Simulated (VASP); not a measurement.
# TaN (TaN (P-62m)) (P-62m) in VASP: single point with PBEsol

Aim: the single point of TaN (TaN (P-62m)) with PBEsol.

Program: VASP 6.6.1. These are calculated values, not measurements. Logs are shortened: lines on timing, memory, paths and dates and some standing lists are left out, and cuts for length are marked.

## 1. The cell of the first run

The structure is hexagonal, space group P-62m (No. 189). Conventional cell: a = 5.178 Å, b = 5.178 Å, c = 2.896 Å, α = 90.00°, β = 90.00°, γ = 120.00°. Ta (site symmetry -62m) has 3 N at 2.04 Å within 2.7 Å. Ta (site symmetry -6) has 6 N at 2.15 Å within 2.8 Å. N (site symmetry m2m) has 5 Ta at 2.04 to 2.15 Å within 2.7 Å.

## 2. Single point, PBEsol

File INCAR:

```
PREC = Accurate
ENCUT = 520
EDIFF = 1E-6
ISMEAR = 1
SIGMA = 0.1
LREAL = Auto
LASPH = True
NELM = 100
ALGO = Normal
ISIF = 2
LWAVE = False
LCHARG = False
GGA = PS
NBANDS = 168
```

File KPOINTS:

```
Automatic mesh
0
Gamma
  2 2 3
```

File POSCAR:

```
TaN
1.0
    7.7675072943      4.4845723699      0.0000000000
   -7.7675072446      4.4845724560      0.0000000000
    0.0000000000      0.0000000000      5.7917586532
Ta N
18 18
Direct
    0.0000000000      0.0000000000      0.0000000000
    0.3333333333      0.6666666667      0.0000000000
    0.6666666667      0.3333333333      0.0000000000
    0.0000000000      0.6666666667      0.2500000000
    0.3333333333      0.3333333334      0.2500000000
    0.6666666667      0.0000000000      0.2500000000
    0.0000000000      0.3333333333      0.2500000000
    0.3333333333      0.0000000000      0.2500000000
    0.6666666667      0.6666666666      0.2500000000
    0.0000000000      0.0000000000      0.5000000000
    0.3333333333      0.6666666667      0.5000000000
    0.6666666667      0.3333333333      0.5000000000
    0.0000000000      0.6666666667      0.7500000000
    0.3333333333      0.3333333334      0.7500000000
    0.6666666667      0.0000000000      0.7500000000
    0.0000000000      0.3333333333      0.7500000000
    0.3333333333      0.0000000000      0.7500000000
    0.6666666667      0.6666666666      0.7500000000
    0.1311380463      0.8688619537      0.0000000000
    0.4644713796      0.5355286204      0.0000000000
    0.7978047130      0.2021952870      0.0000000000
    0.0710572408      0.5355286204      0.0000000000
    0.4043905742      0.2021952870      0.0000000000
    0.7377239075      0.8688619537      0.0000000000
    0.1311380463      0.2622760925      0.0000000000
    0.4644713796      0.9289427592      0.0000000000
    0.7978047130      0.5956094258      0.0000000000
    0.1311380463      0.8688619537      0.5000000000
    0.4644713796      0.5355286204      0.5000000000
    0.7978047130      0.2021952870      0.5000000000
    0.0710572408      0.5355286204      0.5000000000
    0.4043905742      0.2021952870      0.5000000000
    0.7377239075      0.8688619537      0.5000000000
    0.1311380463      0.2622760925      0.5000000000
    0.4644713796      0.9289427592      0.5000000000
    0.7978047130      0.5956094258      0.5000000000
```

Potentials or basis: VASP PAW PBE potentials, release 64 (Ta_pv, N).

On the command line:

```bash
> cat potpaw_PBE.64/Ta_pv/POTCAR potpaw_PBE.64/N/POTCAR > POTCAR
> mpirun -np 1 vasp_std > vasp.out
```

OUTCAR:

```text
PREC = Accurate
   ENCUT = 520
   EDIFF = 1E-6
   ISMEAR = 1
   LREAL = Auto
   LASPH = True
   NELM = 100
   ISIF = 2
   GGA = PS

 ion  position               nearest neighbor table
   1  0.000  0.000  0.000-  24 2.04  25 2.04  19 2.04  10 2.90  10 2.90   8 3.32   6 3.32  15 3.32
                            17 3.32  13 3.32   4 3.32  16 3.32   7 3.32   5 3.32   9 3.32  14 3.32
   2  0.333  0.667  0.000-  22 2.04  26 2.04  20 2.04  11 2.90  11 2.90   4 3.32  13 3.32   8 3.32
                            17 3.32  14 3.32   5 3.32  16 3.32   7 3.32   6 3.32  15 3.32   9 3.32
   3  0.667  0.333  0.000-  23 2.04  27 2.04  21 2.04  12 2.90  12 2.90   7 3.32  16 3.32  15 3.32
                             6 3.32   9 3.32  18 3.32  13 3.32   4 3.32  17 3.32   8 3.32   5 3.32
   4  0.000  0.667  0.250-  27 2.15  36 2.15  28 2.15  19 2.15  31 2.15  22 2.15  13 2.90  13 2.90
                             9 2.99   8 2.99   7 2.99   2 3.32  11 3.32  10 3.32   1 3.32   3 3.32
   5  0.333  0.333  0.250-  25 2.15  34 2.15  29 2.15  20 2.15  32 2.15  23 2.15  14 2.90  14 2.90
                             7 2.99   9 2.99   8 2.99   2 3.32  11 3.32  10 3.32   1 3.32   3 3.32
   6  0.667  0.000  0.250-  21 2.15  30 2.15  26 2.15  35 2.15  33 2.15  24 2.15  15 2.90  15 2.90
                             7 2.99   8 2.99   9 2.99   1 3.32  10 3.32   3 3.32  12 3.32  11 3.32
   7  0.000  0.333  0.250-  21 2.15  30 2.15  25 2.15  34 2.15  31 2.15  22 2.15  16 2.90  16 2.90
                             5 2.99   6 2.99   4 2.99   3 3.32  12 3.32  10 3.32   1 3.32  11 3.32
   8  0.333  0.000  0.250-  23 2.15  32 2.15  28 2.15  19 2.15  26 2.15  35 2.15  17 2.90  17 2.90
                             4 2.99   6 2.99   5 2.99   1 3.32  10 3.32   2 3.32  11 3.32   3 3.32
   9  0.667  0.667  0.250-  20 2.15  29 2.15  27 2.15  36 2.15  33 2.15  24 2.15  18 2.90  18 2.90
                             4 2.99   5 2.99   6 2.99   3 3.32  12 3.32  10 3.32   1 3.32  11 3.32
  10  0.000  0.000  0.500-  33 2.04  34 2.04  28 2.04   1 2.90   1 2.90   6 3.32   8 3.32  15 3.32
                            17 3.32  13 3.32   7 3.32  16 3.32   4 3.32   9 3.32   5 3.32  14 3.32
  11  0.333  0.667  0.500-  31 2.04  35 2.04  29 2.04   2 2.90   2 2.90   4 3.32  13 3.32   8 3.32
                            17 3.32  14 3.32   5 3.32  16 3.32   7 3.32   6 3.32  15 3.32   9 3.32
[... 37 lines left out ...]
  Lattice vectors:

 A1 = (   7.7675072943,   4.4845723699,   0.0000000000)
 A2 = (  -7.7675072446,   4.4845724560,   0.0000000000)
 A3 = (   0.0000000000,   0.0000000000,   5.7917586532)

Analysis of symmetry for initial positions (statically):
=====================================================================
 Subroutine PRICEL returns following result:

  LATTYP: Found a hexagonal cell.
 ALAT       =     5.1783381791
 C/A-ratio  =     0.5592294722

  Lattice vectors:

 A1 = (  -2.5891691136,  -4.4845723986,   0.0000000000)
 A2 = (   5.1783381791,  -0.0000000287,   0.0000000000)
 A3 = (   0.0000000000,   0.0000000000,   2.8958793266)

   6 primitive cells build up your supercell.

 Routine SETGRP: Setting up the symmetry group for a
 hexagonal supercell.

 Subroutine GETGRP returns: Found 12 space group operations
 (whereof 12 operations were pure point group operations)
 out of a pool of 24 trial point group operations.

The static configuration has the point symmetry D_3h.

Analysis of symmetry for dynamics (positions and initial velocities):
=====================================================================
 Subroutine PRICEL returns following result:

  LATTYP: Found a hexagonal cell.
 ALAT       =     5.1783381791
 C/A-ratio  =     0.5592294722

  Lattice vectors:

 A1 = (  -2.5891691136,  -4.4845723986,   0.0000000000)
 A2 = (   5.1783381791,  -0.0000000287,   0.0000000000)
 A3 = (   0.0000000000,   0.0000000000,   2.8958793266)

   6 primitive cells build up your supercell.

 Routine SETGRP: Setting up the symmetry group for a
 hexagonal supercell.

 Subroutine GETGRP returns: Found 12 space group operations
 (whereof 12 operations were pure point group operations)
 out of a pool of 24 trial point group operations.

The dynamic configuration has the point symmetry D_3h.

 Subroutine INISYM returns: Found 12 space group operations
 (whereof 12 operations are pure point group operations),
 and found     6 'primitive' translations

----------------------------------------------------------------------------------------

                                     Primitive cell

  volume of cell :      67.2499

  direct lattice vectors                    reciprocal lattice vectors
    -2.589169114 -4.484572399  0.000000000    -0.000000001 -0.222986699  0.000000000
     5.178338179 -0.000000029  0.000000000     0.193112146 -0.111493351  0.000000000
     0.000000000  0.000000000  2.895879327     0.000000000  0.000000000  0.345318256

  length of vectors
     5.178338179  5.178338179  2.895879327     0.222986699  0.222986699  0.345318256

  position of ions in fractional coordinates (direct lattice)
     0.000000000  0.000000000  0.000000000
     0.333333333  0.666666667  0.500000000
     0.666666667  0.333333333  0.500000000
     1.000000000  0.393414139  0.000000000
     0.393414139  0.000000000  0.000000000
     0.606585861  0.606585861  0.000000000

  ion indices of the primitive-cell ions
   primitive index   ion index
                 1           1
                 2           4
                 3           7
                 4          19
                 5          24
                 6          25

----------------------------------------------------------------------------------------

 KPOINTS: Automatic mesh

Automatic generation of k-mesh.
 Grid dimensions read from file:
 generate k-points for:    2    2    3

 Generating k-lattice:

  Cartesian coordinates                     Fractional coordinates (reciprocal lattice)
     0.032185358  0.055746675  0.000000000     0.500000000  0.000000000  0.000000000
    -0.032185357  0.055746675  0.000000000     0.000000000  0.500000000  0.000000000
     0.000000000  0.000000000  0.057553043     0.000000000  0.000000000  0.333333333

  Length of vectors
     0.064370715  0.064370715  0.057553043

  Shift w.r.t. Gamma in fractional coordinates (k-lattice)
     0.000000000  0.000000000  0.000000000

 Subroutine IBZKPT returns following result:
 ===========================================

 Found      4 irreducible k-points:

 Following reciprocal coordinates:
            Coordinates               Weight
  0.000000  0.000000  0.000000      1.000000
  0.500000  0.000000  0.000000      3.000000
  0.000000  0.000000  0.333333      2.000000
  0.500000  0.000000  0.333333      6.000000
   k-points           NKPTS =      4   k-points in BZ     NKDIM =      4   number of bands    NBANDS=    168
   number of dos      NEDOS =    301   number of ions     NIONS =     36
   total plane-waves  NPLWV = 235200
   dimension x,y,z NGX =    70 NGY =   70 NGZ =   48
   dimension x,y,z NGXF=   140 NGYF=  140 NGZF=   96
   ions per type =              18  18
   NGX,Y,Z   is equivalent  to a cutoff of  12.97, 12.97, 13.78 a.u.
   NGXF,Y,Z  is equivalent  to a cutoff of  25.95, 25.95, 27.56 a.u.
 SYSTEM =  unknown system
   PREC   = accura    normal or accurate (medium, high low for compatibility)
   ISTART =      0    job   : 0-new  1-cont  2-samecut
   ICHARG =      2    charge: 1-file 2-atom 10-const
   ISPIN  =      1    spin polarized calculation?
   LNONCOLLINEAR =      F non collinear calculations
   LSORBIT =      F    spin-orbit coupling
   LASPH  =      T    aspherical Exc in radial PAW
   ENCUT  =  520.0 eV  38.22 Ry    6.18 a.u.  16.68 16.68 10.77*2*pi/ulx,y,z
   NELM   =    100;   NELMIN=  2; NELMDL= -5     # of ELM steps
   EDIFF  = 0.1E-05   stopping-criterion for ELM
   LREAL  =      T    real-space projection
   EDIFFG = 0.1E-04   stopping-criterion for IOM
   NSW    =      0    number of steps for IOM
   IBRION =     -1    ionic relax: 0-MD 1-quasi-New 2-CG
   NFREE  =      0    steps in history (QN), initial steepest desc. (CG)
   ISIF   =      2    stress and relaxation
   ISYM   =      2    0-nonsym 1-usesym 2-fastsym
   POTIM  = 0.5000    time-step for ionic-motion
   TEBEG  =    0.0;   TEEND  =   0.0 temperature during run
   PSTRESS=    0.0 pullay stress
   NELECT =     288.0000    total number of electrons
   NUPDOWN=      -1.0000    fix difference up-down
   EMIN   =  10.00;   EMAX   =-10.00  energy-range for DOS
   EFERMI =   0.00;   METHOD = LEGACY
   ISMEAR =     1;   SIGMA  =   0.10  broadening in eV -4-tet -1-fermi 0-gaus
   EFERMI_NEDOS =   21; number of points for ismear=-14 and -15
   IALGO  =     38    algorithm
   IMIX   =      4    mixing-type and parameters
     AMIX     =   0.40;   BMIX     =  1.00
     AMIX_MAG =   1.60;   BMIX_MAG =  1.00
  volume/ion in A,a.u.               =      11.21        75.64
  Fermi-wavevector in a.u.,A,eV,Ry     =   1.463046  2.764756 29.123314  2.140503
  Thomas-Fermi vector in A             =   2.579187
   LORBIT       =      0    0 simple, 1 ext, 2 COOP (PROOUT), +10 PAW based schemes
   GGA     = PS    functional components
   LHFCALC =     F    Hartree Fock is set to
   AEXX    =    0.0000 exact exchange contribution
   IVDW    =     0    specifies the selected vdW correction
   LEPSILON=     F    determine dielectric tensor
   LRPA    =     F    only Hartree local field effects (RPA)
 non-spin polarized calculation
 Methfessel and Paxton  Order N= 1 SIGMA  =   0.10
  energy-cutoff  :      520.00
  volume of cell :      403.50
 maximum number of plane-waves:     10872
 NGX is ok and might be reduce to    70
   NGX = 33   NGY = 33   NGZ = 21

 number of electron     287.9999993 magnetization

 Free energy of the ion-electron system (eV)
  ---------------------------------------------------
  ext. energy  EPLUGINS =         0.00000000
  ---------------------------------------------------
  free energy    TOTEN  =      -428.66253253 eV

  energy without entropy =     -428.66621177  energy(sigma->0) =     -428.66375895

 E-fermi :   8.0341     XC(G=0): -13.2258

 val. band max:        7.9518545737   @ k =   0.5000   0.0000   0.0000
 cond. band min:       8.5455847876   @ k =   0.0000   0.0000   0.3333
 fundamental gap:      0.5937302139
 Fermi energy:         8.0340662598

 k-point     1 :       0.0000    0.0000    0.0000
  band No.  band energies     occupation
      1     -28.2243      2.00000
      2     -28.1398      2.00000
      3     -28.1398      2.00000
      4     -28.1398      2.00000
      5     -28.1398      2.00000
      6     -28.0217      2.00000
[... 625 lines left out ...]
    155       9.6764     -0.00000
    156       9.6764     -0.00000
 [bands above 156 left out]

------------------------ aborting loop because EDIFF is reached ----------------------------------------

  FORCE on cell =-STRESS in cart. coord.  units (eV):
  Direction    XX          YY          ZZ          XY          YZ          ZX
  --------------------------------------------------------------------------------------
  -------------------------------------------------------------------------------------
  Total        3.7991845      3.7991845     -0.9670744     -0.0000000     -0.0000000      0.0000000
  in kB       15.0854341     15.0854341     -3.8399653     -0.0000000     -0.0000000      0.0000000
  external PRESSURE =       8.7769676 kB  Pullay stress =       0.0000000 kB

 VOLUME and BASIS-vectors are now :
 -----------------------------------------------------------------------------
  energy-cutoff  :      520.00
  volume of cell :      403.50
      direct lattice vectors                 reciprocal lattice vectors
     7.767507294  4.484572370  0.000000000     0.064370716  0.111493349  0.000000000
    -7.767507245  4.484572456  0.000000000    -0.064370715  0.111493350  0.000000000
     0.000000000  0.000000000  5.791758653     0.000000000  0.000000000  0.172659128

 POSITION                                       TOTAL-FORCE (eV/Angst)
 -----------------------------------------------------------------------------------
      0.00000      0.00000      0.00000        -0.000000     -0.000000     -0.000000
     -2.58917      4.48457      0.00000        -0.000000     -0.000000     -0.000000
      2.58917      4.48457      0.00000        -0.000000     -0.000000     -0.000000
     -5.17834      2.98971      1.44794        -0.000000     -0.000000      0.000000
      0.00000      2.98971      1.44794        -0.000000     -0.000000      0.000000
      5.17834      2.98971      1.44794        -0.000000     -0.000000      0.000000
[... 28 lines left out ...]
     -3.60778      6.24887      2.89588        -0.020805      0.036035     -0.000000
      1.57055      6.24887      2.89588        -0.020805      0.036035     -0.000000
 -----------------------------------------------------------------------------------
    total drift:                               -0.000006     -0.000000     -0.000000

  FREE ENERGIE OF THE ION-ELECTRON SYSTEM (eV)
  ---------------------------------------------------
  free  energy   TOTEN  =      -428.6625325342 eV

  energy  without entropy=     -428.6662117712  energy(sigma->0) =     -428.66375895
```

Run time: 8.5 min. Hardware: 1 thread of Intel Xeon Platinum 8559C (Emerald Rapids), shared host; peak memory 0.62 GiB.

What came out:

```
Free energy            : -428.6625 eV
Pressure               : 0.9 GPa
Largest force          : 0.042 eV/Å
Band gap on the k mesh : 0.59 eV
```

Forces on the atoms (eV/Å):
```
Ta   0.000  0.000  0.000
Ta   0.000  0.000  0.000
Ta   0.000  0.000  0.000
Ta   0.000  0.000  0.000
Ta   0.000  0.000  0.000
Ta   0.000  0.000  0.000
Ta   0.000  0.000  0.000
Ta   0.000  0.000  0.000
Ta   0.000  0.000  0.000
Ta   0.000  0.000  0.000
Ta   0.000  0.000  0.000
Ta   0.000  0.000  0.000
Ta   0.000  0.000  0.000
Ta   0.000  0.000  0.000
Ta   0.000  0.000  0.000
Ta   0.000  0.000  0.000
Ta   0.000  0.000  0.000
Ta   0.000  0.000  0.000
N    0.042  0.000  0.000
N    0.042  0.000  0.000
N    0.042  0.000  0.000
N   -0.021 -0.036  0.000
N   -0.021 -0.036  0.000
N   -0.021 -0.036  0.000
N   -0.021  0.036  0.000
N   -0.021  0.036  0.000
N   -0.021  0.036  0.000
N    0.042  0.000  0.000
N    0.042  0.000  0.000
N    0.042  0.000  0.000
N   -0.021 -0.036  0.000
N   -0.021 -0.036  0.000
N   -0.021 -0.036  0.000
N   -0.021  0.036  0.000
N   -0.021  0.036  0.000
N   -0.021  0.036  0.000
```

Caveat: the PAW data sets were made with another functional, which shifts forces and pressure a little; spin-orbit coupling is left out, which moves the levels of the heavy elements.
